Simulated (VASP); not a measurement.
# ZnF2 (P4_2/mnm) in VASP: further runs, part 2 of 2

VASP 6.6.1. Earlier steps stand in the parts before.

## (4) Single point, r2SCAN (biaxial strain in the a-b plane: -1.0 %, then relaxed in part)

Contents of POSCAR:

```
ZnF2
1.0
    4.6554813309      0.0000000000      0.0000000000
    0.0000000000      4.6554813309      0.0000000000
    0.0000000000      0.0000000000      3.1581868057
Zn F
2 4
Direct
    0.5000000000      0.5000000000      0.5000000000
    0.0000000000      0.0000000000      0.0000000000
    0.6966729320      0.6966729320      0.0000000000
    0.8033270680      0.1966729320      0.5000000000
    0.3033270680      0.3033270680      0.0000000000
    0.1966729320      0.8033270680      0.5000000000
```

Contents of INCAR.step1:

```
SYSTEM = ZnF2
PREC = Accurate ; ENCUT = 660
ISMEAR = 0 ; SIGMA = 0.02
LREAL = .False. ; LASPH = .True.
NELM = 120 ; NBANDS = 35
GGA = PE ; ALGO = Normal
EDIFF = 1E-5 ; LWAVE = .True.
LCHARG = .False. ; GGA_COMPAT = .False.
```

Contents of INCAR.step2:

```
SYSTEM = ZnF2
PREC = Accurate ; ENCUT = 660
EDIFF = 1E-6 ; ISMEAR = 0
SIGMA = 0.02 ; LREAL = .False.
LASPH = .True. ; NELM = 120
ALGO = Normal ; ISIF = 2
LWAVE = .False. ; LCHARG = .False.
METAGGA = R2SCAN ; LMIXTAU = .True.
NBANDS = 35 ; ISTART = 1
GGA_COMPAT = .False.
```

Contents of KPOINTS:

```
regular mesh
0
Gamma
  6 6 8
  0 0 0
```

Potentials or basis: VASP PAW PBE potentials, release 64 (Zn, F).

Command:

```bash
$ cat potpaw_PBE.64/Zn/POTCAR potpaw_PBE.64/F/POTCAR > POTCAR
$ cp INCAR.step1 INCAR
$ mpirun -np 1 vasp_std > vasp.out
$ cp INCAR.step2 INCAR
$ mpirun -np 1 vasp_std > vasp.out
```

OUTCAR:

```text
SYSTEM = ZnF2
   PREC = Accurate
   ENCUT = 660
   EDIFF = 1E-6
   ISMEAR = 0
   LREAL = .False.
   LASPH = .True.
   NELM = 120
   ISIF = 2
   METAGGA = R2SCAN
   ISTART = 1

 ion  position               nearest neighbor table
   1  0.500  0.500  0.500-   4 2.00   6 2.00   5 2.04   3 2.04   3 2.04   5 2.04
   2  0.000  0.000  0.000-   3 2.00   5 2.00   4 2.04   6 2.04   4 2.04   6 2.04
   3  0.697  0.697  0.000-   2 2.00   1 2.04   1 2.04
   4  0.803  0.197  0.500-   1 2.00   2 2.04   2 2.04
   5  0.303  0.303  0.000-   2 2.00   1 2.04   1 2.04
   6  0.197  0.803  0.500-   1 2.00   2 2.04   2 2.04

  LATTYP: Found a simple tetragonal cell.
 ALAT       =     4.6554813309
 C/A-ratio  =     0.6783802965

  Lattice vectors:

 A1 = (   4.6554813309,   0.0000000000,   0.0000000000)
 A2 = (   0.0000000000,   4.6554813309,   0.0000000000)
 A3 = (   0.0000000000,   0.0000000000,   3.1581868057)

Analysis of symmetry for initial positions (statically):
=====================================================================
 Subroutine PRICEL returns:
 Original cell was already a primitive cell.

 Routine SETGRP: Setting up the symmetry group for a
 simple tetragonal supercell.

 Subroutine GETGRP returns: Found 16 space group operations
 (whereof  8 operations were pure point group operations)
 out of a pool of 16 trial point group operations.

The static configuration has the point symmetry D_2h.
 The point group associated with its full space group is D_4h.

Analysis of symmetry for dynamics (positions and initial velocities):
=====================================================================
 Subroutine PRICEL returns:
 Original cell was already a primitive cell.

 Routine SETGRP: Setting up the symmetry group for a
 simple tetragonal supercell.

[... 131 lines left out ...]
   IMIX   =      4    mixing-type and parameters
     AMIX     =   0.40;   BMIX     =  1.00
     AMIX_MAG =   1.60;   BMIX_MAG =  1.00
  volume/ion in A,a.u.               =      11.41        76.99
  Fermi-wavevector in a.u.,A,eV,Ry     =   1.493781  2.822837 30.359793  2.231382
  Thomas-Fermi vector in A             =   2.606138
   LORBIT       =      0    0 simple, 1 ext, 2 COOP (PROOUT), +10 PAW based schemes
   METAGGA = R2SCAN    functional components
   LHFCALC =     F    Hartree Fock is set to
   AEXX    =    0.0000 exact exchange contribution
   IVDW    =     0    specifies the selected vdW correction
   LEPSILON=     F    determine dielectric tensor
   LRPA    =     F    only Hartree local field effects (RPA)
 non-spin polarized calculation
 Gauss-broadening in eV      SIGMA  =   0.02
  energy-cutoff  :      660.00
  volume of cell :       68.45
 maximum number of plane-waves:      2657
 NGX is ok and might be reduce to    40
   NGX = 19   NGY = 19   NGZ = 13

 number of electron      51.9999999 magnetization

 Free energy of the ion-electron system (eV)
  ---------------------------------------------------
  ext. energy  EPLUGINS =         0.00000000
  ---------------------------------------------------
  free energy    TOTEN  =       -45.67765214 eV

  energy without entropy =      -45.67765214  energy(sigma->0) =      -45.67765214

 E-fermi :  -1.3800     XC(G=0): -11.0355

 val. band max:       -1.4714359171   @ k =   0.0000   0.0000   0.0000
 cond. band min:       2.7285612148   @ k =   0.0000   0.0000   0.0000
 fundamental gap:      4.1999971318
 Fermi energy:        -1.3800495482

 k-point     1 :       0.0000    0.0000    0.0000
  band No.  band energies     occupation
      1     -24.7188      2.00000
      2     -23.9435      2.00000
      3     -23.9435      2.00000
      4     -23.9128      2.00000
      5      -7.8753      2.00000
      6      -7.0336      2.00000
[... 901 lines left out ...]
     34      13.6382      0.00000
     35      15.7705      0.00000

 [... further k-points ...]

------------------------ aborting loop because EDIFF is reached ----------------------------------------

  FORCE on cell =-STRESS in cart. coord.  units (eV):
  Direction    XX          YY          ZZ          XY          YZ          ZX
  --------------------------------------------------------------------------------------
  -------------------------------------------------------------------------------------
  Total        0.7438869      0.7438869      0.1829402      0.0000000      0.0000000      0.0000000
  in kB       17.4120740     17.4120740      4.2820601      0.0000000      0.0000000      0.0000000
  external PRESSURE =      13.0354027 kB  Pullay stress =       0.0000000 kB

 VOLUME and BASIS-vectors are now :
 -----------------------------------------------------------------------------
  energy-cutoff  :      660.00
  volume of cell :       68.45
      direct lattice vectors                 reciprocal lattice vectors
     4.655481331  0.000000000  0.000000000     0.214800561  0.000000000  0.000000000
     0.000000000  4.655481331  0.000000000     0.000000000  0.214800561  0.000000000
     0.000000000  0.000000000  3.158186806     0.000000000  0.000000000  0.316637381

 POSITION                                       TOTAL-FORCE (eV/Angst)
 -----------------------------------------------------------------------------------
      2.32774      2.32774      1.57909         0.000000     -0.000000     -0.000000
      0.00000      0.00000      0.00000         0.000000     -0.000000     -0.000000
      3.24335      3.24335      0.00000         0.004705      0.004705     -0.000000
      3.73987      0.91561      1.57909        -0.004705      0.004705     -0.000000
      1.41213      1.41213      0.00000        -0.004705     -0.004705      0.000000
      0.91561      3.73987      1.57909         0.004705     -0.004705      0.000000
 -----------------------------------------------------------------------------------
    total drift:                               -0.000000      0.000000      0.000000

  FREE ENERGIE OF THE ION-ELECTRON SYSTEM (eV)
  ---------------------------------------------------
  free  energy   TOTEN  =       -45.6776521424 eV

  energy  without entropy=      -45.6776521424  energy(sigma->0) =      -45.67765214
```

OSZICAR.step1:

```text
N       E                     dE             d eps       ncg     rms          rms(c)
DAV:   1     0.662940282294E+03    0.66294E+03   -0.30995E+04  3564   0.240E+03
DAV:   2     0.549035469314E+02   -0.60804E+03   -0.56947E+03  3748   0.561E+02
DAV:   3    -0.237057406467E+02   -0.78609E+02   -0.77746E+02  3776   0.198E+02
DAV:   4    -0.258524384136E+02   -0.21467E+01   -0.21410E+01  4197   0.339E+01
DAV:   5    -0.258670908387E+02   -0.14652E-01   -0.14649E-01  3971   0.291E+00    0.144E+01
DAV:   6    -0.230612166596E+02    0.28059E+01   -0.59179E+00  5110   0.414E+01    0.870E+00
DAV:   7    -0.231582448452E+02   -0.97028E-01   -0.19663E+00  3677   0.951E+00    0.527E+00
DAV:   8    -0.231689079896E+02   -0.10663E-01   -0.40168E-01  5259   0.126E+01    0.149E+00
DAV:   9    -0.231268626980E+02    0.42045E-01   -0.15491E-01  5451   0.133E+01    0.357E-01
DAV:  10    -0.231291783921E+02   -0.23157E-02   -0.27839E-02  4146   0.167E+00    0.193E-01
DAV:  11    -0.231289420784E+02    0.23631E-03   -0.19101E-03  5181   0.536E-01    0.539E-02
DAV:  12    -0.231289966595E+02   -0.54581E-04   -0.23550E-04  4072   0.434E-01    0.261E-02
DAV:  13    -0.231290012917E+02   -0.46322E-05   -0.19024E-04  3835   0.106E-01    0.784E-03
DAV:  14    -0.231290015624E+02   -0.27077E-06   -0.53754E-06  1938   0.396E-02
   1 F= -.23129002E+02 E0= -.23129002E+02  d E =-.230052E-19
```

Run time: 3.3 min. Hardware: 1 thread of Intel Xeon 6975P-C (Granite Rapids), shared host; peak memory 0.29 GiB.

Results:

```yaml
Free_energy: -45.6777 eV
Pressure: 1.3 GPa
Largest_force: 0.007 eV/Å
Band_gap_on_the_k_mesh: 4.20 eV
```

Forces in eV/Å, atoms in the order of the input:
```
Zn   0.000  0.000  0.000
Zn   0.000  0.000  0.000
F    0.005  0.005  0.000
F   -0.005  0.005  0.000
F   -0.005 -0.005  0.000
F    0.005 -0.005  0.000
```

Levels at points of the mesh, in eV from the valence-band top:
```csv
k point,band 22,band 23,band 24,band 25,band 26,band 27,band 28,band 29,band 30,band 31
"(0.00, 0.00, 0.00)",-1.71,-1.43,-0.43,-0.43,0.00,4.20,10.24,10.36,10.36,14.21
"(0.50, 0.00, 0.00)",-1.81,-0.67,-0.67,-0.53,-0.53,6.86,6.86,11.26,11.26,14.03
"(0.50, 0.50, 0.00)",-1.52,-1.42,-1.42,-0.45,-0.45,7.88,7.88,9.84,9.84,15.64
"(0.00, 0.00, 0.50)",-1.54,-1.35,-1.35,-1.28,-1.28,9.06,9.06,12.92,12.92,13.85
"(0.50, 0.00, 0.50)",-2.04,-1.48,-1.48,-0.09,-0.09,9.68,9.68,11.16,11.16,14.86
"(0.50, 0.50, 0.50)",-1.69,-1.35,-1.35,-0.79,-0.79,9.05,9.05,12.21,12.21,13.26
```

Caveat: the cell differs from its parent crystal (biaxial strain in the a-b plane: -1.0 %, then relaxed in part); the PAW data sets were made with another functional, which shifts forces and pressure a little. A k mesh can miss the band edges.

## (5) Single point, r2SCAN (equal strain along all axes, cell held: -3.0 %, then relaxed in part)

Contents of POSCAR:

```
ZnF2
1.0
    4.5614311878      0.0000000000      0.0000000000
    0.0000000000      4.5614311878      0.0000000000
    0.0000000000      0.0000000000      3.0335297850
Zn F
2 4
Direct
    0.5000000000      0.5000000000      0.5000000000
    0.0000000000      0.0000000000      0.0000000000
    0.6988410976      0.6988410976      0.0000000000
    0.8011589024      0.1988410976      0.5000000000
    0.3011589024      0.3011589024      0.0000000000
    0.1988410976      0.8011589024      0.5000000000
```

Contents of INCAR.step1:

```
PREC = Accurate ; ENCUT = 660
ISMEAR = 0 ; SIGMA = 0.02
LREAL = F ; LASPH = T
NELM = 120 ; NBANDS = 35
GGA = PE ; ALGO = Normal
EDIFF = 1E-5 ; LWAVE = T
LCHARG = F ; GGA_COMPAT = F
```

Contents of INCAR.step2:

```
PREC = Accurate ; ENCUT = 660
EDIFF = 1E-6 ; ISMEAR = 0
SIGMA = 0.02 ; LREAL = F
LASPH = T ; NELM = 120
ALGO = Normal ; ISIF = 2
LWAVE = F ; LCHARG = F
METAGGA = R2SCAN ; LMIXTAU = T
NBANDS = 35 ; ISTART = 1
GGA_COMPAT = F
```

Contents of KPOINTS:

```
Automatic mesh
0
Gamma
  6 6 8
```

Command:

```bash
$ cat potpaw_PBE.64/Zn/POTCAR potpaw_PBE.64/F/POTCAR > POTCAR
$ cp INCAR.step1 INCAR
$ mpirun -np 1 vasp_std > vasp.out
$ cp INCAR.step2 INCAR
$ mpirun -np 1 vasp_std > vasp.out
```

Run time: 3.7 min. Hardware: 1 thread of Intel Xeon 6975P-C (Granite Rapids), shared host; peak memory 0.29 GiB.

Results (log left out):

```
Free energy            : -45.4118 eV
Pressure               : 14.4 GPa
Largest force          : 0.010 eV/Å
Band gap on the k mesh : 4.33 eV
```

Forces in eV/Å, atoms in the order of the input:
```
Zn   0.000  0.000  0.000
Zn   0.000  0.000  0.000
F    0.007  0.007  0.000
F   -0.007  0.007  0.000
F   -0.007 -0.007  0.000
F    0.007 -0.007  0.000
```

Stress tensor (GPa, compression positive):
```
13.56  0.00  0.00
 0.00 13.56  0.00
 0.00  0.00 15.97
```

Levels at points of the mesh, in eV from the valence-band top:
```
           k point  band 22  band 23  band 24  band 25  band 26  band 27  band 28  band 29  band 30  band 31
(0.00, 0.00, 0.00)    -1.95    -1.91    -0.56    -0.56     0.00     4.33    10.42    10.42    10.85    14.23
(0.50, 0.00, 0.00)    -2.18    -0.82    -0.82    -0.68    -0.68     7.10     7.10    11.46    11.46    14.27
(0.50, 0.50, 0.00)    -1.75    -1.61    -1.61    -0.58    -0.58     8.28     8.28     9.95     9.95    16.02
(0.00, 0.00, 0.50)    -1.85    -1.47    -1.47    -1.41    -1.41     9.54     9.54    13.12    13.12    14.25
(0.50, 0.00, 0.50)    -2.49    -1.78    -1.78    -0.16    -0.16    10.26    10.26    11.30    11.30    15.17
(0.50, 0.50, 0.50)    -2.13    -1.47    -1.47    -0.91    -0.91     9.43     9.43    12.24    12.24    13.54
```

Caveat: the cell differs from its parent crystal (equal strain along all axes, cell held: -3.0 %, then relaxed in part); the cell stands under pressure; the PAW data sets were made with another functional, which shifts forces and pressure a little.

## (6) The runs side by side

| cell | gap on the mesh (eV) | pressure (GPa) | largest force (eV/Å) |
| --- | --- | --- | --- |
| a = 4.608, b = 4.608, c = 3.191 Å, 6 atoms, atomic positions A | 4.19 | 2.3 | 0.01 |
| a = 4.655, b = 4.655, c = 3.146 Å, 6 atoms, atomic positions A | 4.21 | 1.9 | - |
| a = 4.655, b = 4.655, c = 3.158 Å, 6 atoms, atomic positions A | 4.20 | 1.3 | 0.01 |
| a = 4.561, b = 4.561, c = 3.034 Å, 6 atoms, atomic positions B | 4.33 | 14.4 | 0.01 |

Alike in all rows: task single point; level r2SCAN; potentials or basis VASP PAW PBE potentials, release 64 (Zn, F); no spin polarisation; k mesh 6 × 6 × 8; cutoff (eV) 660; smearing gaussian 0.02 eV.

Caveats: the PAW data sets were made with another functional, which shifts forces and pressure a little; the cell stands under pressure (at least some runs).

Absolute energies hang on the potentials; compare differences alone.
